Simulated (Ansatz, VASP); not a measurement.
**Sr: VASP beside Ansatz**

```xyz
1
Lattice="-2.6344 2.6344 2.0548 2.6344 -2.6344 2.0548 2.6344 2.6344 -2.0548" Properties=species:S:1:pos:R:3 pbc="T T T"
Sr    0.0000    0.0000    0.0000
```

Alike in both runs: task single point; functional PBEsol; k mesh 16 × 16 × 16; occupations gaussian, width 0.15 eV; no spin polarisation.

```csv
,VASP,Ansatz
version,VASP 6.6.1,Ansatz 0.2.0
potentials or method,"VASP PAW PBE potentials, release 64 (Sr_sv), cutoff 520 eV","scalar-relativistic, plane waves, PAW"
valence electrons in the cell,10,10
```

Ansatz gave:

```
gap on the k mesh at the Fermi level (eV)                     : none
pressure (GPa)                                                : -0.8
traceless stress, the component that is largest in VASP (GPa) : 1.59
```

Task: What did VASP give for the same quantities?

Result: gap on the k mesh at the Fermi level (eV): none; pressure (GPa): -0.8; traceless stress, the component that is largest in VASP (GPa): 1.60.

VASP's potentials were made for PBE, not for PBEsol. A gap of «none» marks a metal or a gap that the smearing closes. The functional is the same, so the differences come from potentials, cutoffs and numerics.
